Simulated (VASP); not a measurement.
Input of a VASP 6.6.1 run:

File INCAR:

```
ALGO     = Normal         # electronic algorithm
EDIFF    = 1E-7           # SCF threshold, eV
ENCUT    = 520            # plane-wave cutoff, eV
GGA      = RP             # functional
ISIF     = 2              # what is computed and relaxed
ISMEAR   = -1             # smearing method
LASPH    = T              # aspherical terms in the spheres
LCHARG   = T              # write CHGCAR
LELF     = T              # ELF
LREAL    = F              # projectors in reciprocal space
LVHAR    = T            
LWAVE    = F              # write WAVECAR
NBANDS   = 19             # bands
NELM     = 100            # most SCF steps
PREC     = Accurate       # precision mode
SIGMA    = 0.1            # smearing width, eV
```

KPOINTS

```
k-points
0
Gamma
  10 10 10
```

POSCAR

```
Zn
1.0
    0.0000000000      2.9459991080      2.9459991080
    2.9459991080      0.0000000000      2.9459991080
    2.9459991080      2.9459991080      0.0000000000
Zn
2
Direct
    0.1250000000      0.1250000000      0.1250000000
    0.8750000000      0.8750000000      0.8750000000
```

Potentials or basis: VASP PAW PBE potentials, release 64 (Zn).

The run is started by

```sh
$ cat potpaw_PBE.64/Zn/POTCAR > POTCAR
$ mpirun -np 1 vasp_std > vasp.out
```

Task: Predict the band gap on the k mesh.

Result: Zero (bands 12 and 13 overlap by 5.57 eV).

Task: Predict the pressure.

Result: 1.0 GPa.

Caveat: the PAW data sets were made with another functional, which shifts forces and pressure a little.
